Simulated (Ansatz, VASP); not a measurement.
# Ti in VASP and in Ansatz

File POSCAR:

```
Ti
1.0
    2.6659522819      0.0000000000      0.0000000000
    0.0000000000      2.6659522819      0.0000000000
    0.0000000000      0.0000000000      2.6659522819
Ti
1
Direct
    0.0000000000      0.0000000000      0.0000000000
```

File INCAR.step1:

```
SYSTEM = Ti
PREC = Accurate ; ENCUT = 520
ISMEAR = -1 ; SIGMA = 0.1
LREAL = .False. ; LASPH = .True.
NELM = 80 ; NBANDS = 12
GGA = PE ; ALGO = Normal
EDIFF = 1E-4 ; LWAVE = .True.
LCHARG = .False.
```

File INCAR.step2:

```
SYSTEM = Ti
PREC = Accurate ; ENCUT = 520
EDIFF = 1E-7 ; ISMEAR = -1
SIGMA = 0.1 ; LREAL = .False.
LASPH = .True. ; NELM = 80
ALGO = Normal ; ISIF = 2
LWAVE = .False. ; LCHARG = .False.
METAGGA = R2SCAN ; LMIXTAU = .True.
NBANDS = 12 ; ISTART = 1
```

KPOINTS

```
Automatic mesh
0
Gamma
  13 13 13
  0 0 0
```

Input for Ansatz:

```yaml
crystal:
  lattice:
    - [2.6659522819, 0.0, 0.0]
    - [0.0, 2.6659522819, 0.0]
    - [0.0, 0.0, 2.6659522819]
  atoms:
    - { symbol: Ti, position: [0.0, 0.0, 0.0] }
hamiltonian:
  xc: r2scan
  pseudopotentials:
    kind: paw
    azcp:
      Ti: "pseudopotentials/Ti.paw.azcp"
basis:
  ecutwfc: 500
  fft_grid_basis: typed
kpoints:
  mp_grid: { grid: [13, 13, 13], shift: [0, 0, 0] }
magnetization:
  spin_polarized: false
scf:
  occupations: { method: fermi_dirac, width: 0.1 }
  lower_state_search: "off"
output:
  stress: true
  write_density: true
  write_potential: true
  elf: true
  volumetric_format: npy
```

Alike in both runs: task single point; functional r2SCAN; k mesh 13 × 13 × 13; occupations fermi-dirac, width 0.1 eV; no spin polarisation.

|  | VASP | Ansatz |
| --- | --- | --- |
| version | VASP 6.6.1 | Ansatz 0.2.0 |
| potentials or method | VASP PAW PBE potentials, release 64 (Ti_sv), cutoff 520 eV | plane waves (500 eV) with PAW, scalar-relativistic |
| valence electrons in the cell | 12 | 12 |

```tsv
	VASP	Ansatz	Ansatz less VASP
pressure (GPa)	-2.8	-3.2	-0.34
```

VASP's potentials were made for PBE, not for r2SCAN.
